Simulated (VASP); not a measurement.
Here is a VASP 6.6.1 calculation.

Contents of INCAR:

```
  PREC = Accurate
  ENCUT = 500
  EDIFF = 1E-7
  ISMEAR = 0
  SIGMA = 0.1
  LREAL = False
  LASPH = True
  NELM = 200
  ALGO = Normal
  ISIF = 3
  LWAVE = False
  LCHARG = False
  GGA = PE
  IBRION = 2
  NSW = 90
  EDIFFG = -0.04
  GGA_COMPAT = False
  NELMIN = 4
  LMAXMIX = 6
```

Contents of KPOINTS:

```
regular mesh
0
Gamma
  4 4 4
```

File POSCAR:

```
Pr3B
1.0
    0.0000000000      3.5467576900      3.5467576900
    3.5467576900      0.0000000000      3.5467576900
    3.5467576900      3.5467576900      0.0000000000
Pr B
3 1
Direct
    0.7500000000      0.7500000000      0.7500000000
    0.2500000000      0.2500000000      0.2500000000
    0.0000000000      0.0000000000      0.0000000000
    0.5000000000      0.5000000000      0.5000000000
```

Potentials or basis: VASP PAW PBE potentials, release 64 (Pr_3, B), 4f in core.

Command:

```sh
$ cat potpaw_PBE.64/Pr_3/POTCAR potpaw_PBE.64/B/POTCAR > POTCAR
$ mpirun -np 1 vasp_std > vasp.out
```

(1) What does it give for the band gap on the k mesh?

(2) Estimate the space group after relaxing (to 0.1 Å).

(3) What does it give for the relaxed cell?

(4) Predict the relaxed volume.

## Answers

(1) zero (bands 18 and 19 overlap by 0.34 eV).

(2) Fm-3m (No. 225).

(3) a = 5.249 Å, b = 5.249 Å, c = 5.249 Å, α = 60.00°, β = 60.00°, γ = 60.00°.

(4) 25.56 Å³/atom.

Caveat: the k points lie up to 0.37 Å⁻¹ apart in the final cell; spin-orbit coupling is left out, which moves the levels of the heavy elements; the 4f electrons are frozen in the core, so they carry no moment and show no levels.
